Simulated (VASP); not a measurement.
# In3Ga5As8 (R3m) in VASP: settings compared, part 2 of 2

VASP 6.6.1.

### 3 Single point, r2SCAN

POSCAR

```
In3Ga5As8
1.0
    0.0000000000      5.8052000000      5.8052000000
    5.8052000000      0.0000000000      5.8052000000
    5.8052000000      5.8052000000      0.0000000000
In Ga As
3 5 8
Direct
   -0.0000727132     -0.0000727132     -0.0014600198
   -0.0000727132      0.5016054462     -0.0014600198
    0.5016054462     -0.0000727132     -0.0014600198
   -0.0005740746     -0.0005740746      0.5017222239
    0.0000597414      0.4998922867      0.5001556851
    0.4998922867      0.0000597414      0.5001556851
    0.5003172301      0.5003172301     -0.0009516903
    0.4998922867      0.4998922867      0.5001556851
    0.1194311163      0.1194311163      0.1417066511
    0.1298783231      0.1298783231      0.6105698766
    0.1354352143      0.6147263777      0.1351120304
    0.1298783231      0.6296734773      0.6105698766
    0.6147263777      0.1354352143      0.1351120304
    0.6296734773      0.1298783231      0.6105698766
    0.6147263777      0.6147263777      0.1351120304
    0.6252033006      0.6252033006      0.6243900983
```

INCAR.step1

```
SYSTEM = In3Ga5As8
PREC = Accurate ; ENCUT = 550
ISMEAR = 0 ; SIGMA = 0.01
LREAL = .False. ; LASPH = .True.
NELM = 120 ; NBANDS = 86
GGA = PE ; ALGO = Normal
EDIFF = 1E-5 ; LWAVE = .True.
LCHARG = .False. ; GGA_COMPAT = .False.
```

INCAR.step2

```
SYSTEM = In3Ga5As8
PREC = Accurate ; ENCUT = 550
EDIFF = 1E-6 ; ISMEAR = 0
SIGMA = 0.01 ; LREAL = .False.
LASPH = .True. ; NELM = 120
ALGO = Normal ; ISIF = 2
LWAVE = .False. ; LCHARG = .False.
METAGGA = R2SCAN ; LMIXTAU = .True.
NBANDS = 86 ; ISTART = 1
GGA_COMPAT = .False.
```

KPOINTS

```
Automatic mesh
0
Gamma
  3 3 3
  0 0 0
```

Potentials or basis: VASP PAW PBE potentials, release 64 (In_d, Ga_d, As).

The run is started by

```bash
> cat potpaw_PBE.64/In_d/POTCAR potpaw_PBE.64/Ga_d/POTCAR potpaw_PBE.64/As/POTCAR > POTCAR
> cp INCAR.step1 INCAR
> mpirun -np 1 vasp_std > vasp.out
> cp INCAR.step2 INCAR
> mpirun -np 1 vasp_std > vasp.out
```

OUTCAR:

```text
SYSTEM = In3Ga5As8
   PREC = Accurate
   ENCUT = 550
   EDIFF = 1E-6
   ISMEAR = 0
   LREAL = .False.
   LASPH = .True.
   NELM = 120
   ISIF = 2
   METAGGA = R2SCAN
   ISTART = 1

 ion  position               nearest neighbor table
   1  1.000  1.000  0.999-   9 2.56  11 2.58  13 2.58  10 2.60
   2  1.000  0.502  0.999-   9 2.56  15 2.58  11 2.58  12 2.60
   3  0.502  1.000  0.999-   9 2.56  15 2.58  13 2.58  14 2.60
   4  0.999  0.999  0.502-   9 2.41  12 2.48  14 2.48  10 2.48
   5  0.000  0.500  0.500-  11 2.45  10 2.48  12 2.48  16 2.51
   6  0.500  0.000  0.500-  13 2.45  10 2.48  14 2.48  16 2.51
[... 8 lines left out ...]
  15  0.615  0.615  0.135-   7 2.45   8 2.45   2 2.58   3 2.58
  16  0.625  0.625  0.624-   7 2.51   6 2.51   5 2.51   8 2.51

  LATTYP: Found a face centered cubic cell.
 ALAT       =    11.6104000000

  Lattice vectors:

 A1 = (   0.0000000000,   5.8052000000,   5.8052000000)
 A2 = (   5.8052000000,   0.0000000000,   5.8052000000)
 A3 = (   5.8052000000,   5.8052000000,   0.0000000000)

Analysis of symmetry for initial positions (statically):
=====================================================================
 Subroutine PRICEL returns:
 Original cell was already a primitive cell.

 Routine SETGRP: Setting up the symmetry group for a
 face centered cubic supercell.

 Subroutine GETGRP returns: Found  6 space group operations
 (whereof  2 operations were pure point group operations)
 out of a pool of 48 trial point group operations.

The static configuration has the point symmetry C_1h.
 The point group associated with its full space group is C_3v.

Analysis of symmetry for dynamics (positions and initial velocities):
=====================================================================
 Subroutine PRICEL returns:
 Original cell was already a primitive cell.

 Routine SETGRP: Setting up the symmetry group for a
 face centered cubic supercell.

 Subroutine GETGRP returns: Found  6 space group operations
 (whereof  2 operations were pure point group operations)
 out of a pool of 48 trial point group operations.

[... 136 lines left out ...]
   LHFCALC =     F    Hartree Fock is set to
   AEXX    =    0.0000 exact exchange contribution
   IVDW    =     0    specifies the selected vdW correction
   LEPSILON=     F    determine dielectric tensor
   LRPA    =     F    only Hartree local field effects (RPA)
 non-spin polarized calculation
 Gauss-broadening in eV      SIGMA  =   0.01
  energy-cutoff  :      550.00
  volume of cell :      391.27
 maximum number of plane-waves:     11575
   NGX = 31   NGY = 31   NGZ = 31

 number of electron     143.9999941 magnetization

 Free energy of the ion-electron system (eV)
  ---------------------------------------------------
  ext. energy  EPLUGINS =         0.00000000
  ---------------------------------------------------
  free energy    TOTEN  =      -248.79198767 eV

  energy without entropy =     -248.79198767  energy(sigma->0) =     -248.79198767

 E-fermi :   4.1190     XC(G=0): -10.0147

 val. band max:        4.0289221991   @ k =   0.0000   0.0000   0.0000
 cond. band min:       4.3412081736   @ k =   0.0000   0.0000   0.0000
 fundamental gap:      0.3122859744
 Fermi energy:         4.1189712780

 k-point     1 :       0.0000    0.0000    0.0000
  band No.  band energies     occupation
      1     -11.4361      2.00000
      2     -11.4348      2.00000
      3     -11.4348      2.00000
      4     -11.4161      2.00000
      5     -11.3992      2.00000
      6     -11.3992      2.00000
[... 511 lines left out ...]
     83       8.0108      0.00000
     84       8.0765      0.00000
 [bands above 84 left out]

------------------------ aborting loop because EDIFF is reached ----------------------------------------

  FORCE on cell =-STRESS in cart. coord.  units (eV):
  Direction    XX          YY          ZZ          XY          YZ          ZX
  --------------------------------------------------------------------------------------
  -------------------------------------------------------------------------------------
  Total        2.9014657      2.9014657      2.9014657      0.1926469     -0.1926469     -0.1926469
  in kB       11.8808214     11.8808214     11.8808214      0.7888439     -0.7888439     -0.7888439
  external PRESSURE =      11.8808214 kB  Pullay stress =       0.0000000 kB

 VOLUME and BASIS-vectors are now :
 -----------------------------------------------------------------------------
  energy-cutoff  :      550.00
  volume of cell :      391.27
      direct lattice vectors                 reciprocal lattice vectors
     0.000000000  5.805200000  5.805200000    -0.086129677  0.086129677  0.086129677
     5.805200000  0.000000000  5.805200000     0.086129677 -0.086129677  0.086129677
     5.805200000  5.805200000  0.000000000     0.086129677  0.086129677 -0.086129677

 POSITION                                       TOTAL-FORCE (eV/Angst)
 -----------------------------------------------------------------------------------
     11.60150     11.60150     11.60956         0.036639      0.036639     -0.003178
      8.70864     11.60150      8.71670         0.003178      0.036639     -0.036639
     11.60150      8.70864      8.71670         0.036639      0.003178     -0.036639
      8.71447      8.71447     11.60373        -0.037408     -0.037408      0.037408
      5.80548      2.90385      2.90232        -0.034901      0.007483      0.034901
      2.90385      5.80548      2.90232         0.007483     -0.034901      0.034901
[... 8 lines left out ...]
      4.35296      4.35296      7.13722        -0.006086     -0.006086      0.006621
      7.25414      7.25414      7.25886         0.006116      0.006116     -0.006116
 -----------------------------------------------------------------------------------
    total drift:                               -0.007060     -0.007060      0.007045

  FREE ENERGIE OF THE ION-ELECTRON SYSTEM (eV)
  ---------------------------------------------------
  free  energy   TOTEN  =      -248.7919876654 eV

  energy  without entropy=     -248.7919876654  energy(sigma->0) =     -248.79198767
```

OUTCAR.step1:

```text
SYSTEM = In3Ga5As8
   PREC = Accurate
   ENCUT = 550
   ISMEAR = 0
   LREAL = .False.
   LASPH = .True.
[... 772 lines left out ...]
      2.90385      5.80548      2.90232         0.001747      0.017254     -0.017254
[... 8 lines left out ...]
      4.35296      4.35296      7.13722        -0.000033     -0.000033     -0.009588
      7.25414      7.25414      7.25886         0.001574      0.001574     -0.001574
 -----------------------------------------------------------------------------------
    total drift:                                0.000084      0.000084     -0.000087

  FREE ENERGIE OF THE ION-ELECTRON SYSTEM (eV)
  ---------------------------------------------------
  free  energy   TOTEN  =       -63.6738747748 eV

  energy  without entropy=      -63.6734568455  energy(sigma->0) =      -63.67366581
```

OSZICAR.step1:

```text
N       E                     dE             d eps       ncg     rms          rms(c)
DAV:   1     0.162352644162E+04    0.16235E+04   -0.62932E+04  1106   0.227E+03
DAV:   2     0.291060401211E+03   -0.13325E+04   -0.12863E+04  1048   0.660E+02
DAV:   3    -0.310704874425E+02   -0.32213E+03   -0.30374E+03  1192   0.247E+02
DAV:   4    -0.634812330006E+02   -0.32411E+02   -0.31636E+02  1256   0.735E+01
DAV:   5    -0.653068620232E+02   -0.18256E+01   -0.18045E+01  1504   0.184E+01    0.117E+01
DAV:   6    -0.638125728031E+02    0.14943E+01   -0.33479E+00  1466   0.139E+01    0.577E+00
DAV:   7    -0.636672557157E+02    0.14532E+00   -0.18970E+00  1432   0.493E+00    0.185E+00
DAV:   8    -0.636692660568E+02   -0.20103E-02   -0.31851E-01  1314   0.521E+00    0.713E-01
DAV:   9    -0.636720698757E+02   -0.28038E-02   -0.40921E-02  1208   0.212E+00    0.401E-01
DAV:  10    -0.636727561052E+02   -0.68623E-03   -0.10350E-02  1418   0.122E+00    0.356E-01
DAV:  11    -0.636738182866E+02   -0.10622E-02   -0.59674E-03  1232   0.564E-01    0.723E-02
DAV:  12    -0.636738563081E+02   -0.38021E-04   -0.12816E-03  1514   0.287E-01    0.395E-02
DAV:  13    -0.636738523868E+02    0.39213E-05   -0.32255E-04  1472   0.226E-01    0.331E-02
DAV:  14    -0.636738721665E+02   -0.19780E-04   -0.21397E-04  1234   0.547E-02    0.722E-03
DAV:  15    -0.636738747748E+02   -0.26082E-05   -0.31909E-06   638   0.164E-02
   1 F= -.63673875E+02 E0= -.63673666E+02  d E =-.417929E-03
```

It took 16 min on 1 thread of Intel Xeon Platinum 8488C (Sapphire Rapids), shared host; peak memory 0.74 GiB.

What came out:

```
Free energy            : -248.7920 eV
Pressure               : 1.2 GPa
Largest force          : 0.082 eV/Å
Band gap on the k mesh : 0.31 eV
```

Forces in eV/Å, atoms in the order of the input:
```
In   0.037  0.037 -0.003
In   0.003  0.037 -0.037
In   0.037  0.003 -0.037
Ga  -0.037 -0.037  0.037
Ga  -0.035  0.007  0.035
Ga   0.007 -0.035  0.035
Ga   0.047  0.047 -0.047
Ga  -0.035 -0.035 -0.007
As   0.002  0.002 -0.002
As  -0.008 -0.008 -0.003
As  -0.006 -0.007  0.006
As   0.003 -0.008  0.008
As  -0.007 -0.006  0.006
As  -0.008  0.003  0.008
As  -0.006 -0.006  0.007
As   0.006  0.006 -0.006
```

Stress tensor (GPa, compression positive):
```
 1.19  0.08 -0.08
 0.08  1.19 -0.08
-0.08 -0.08  1.19
```

Caveat: the PAW data sets were made with another functional, which shifts forces and pressure a little; spin-orbit coupling is left out, which moves the levels of the heavy elements.
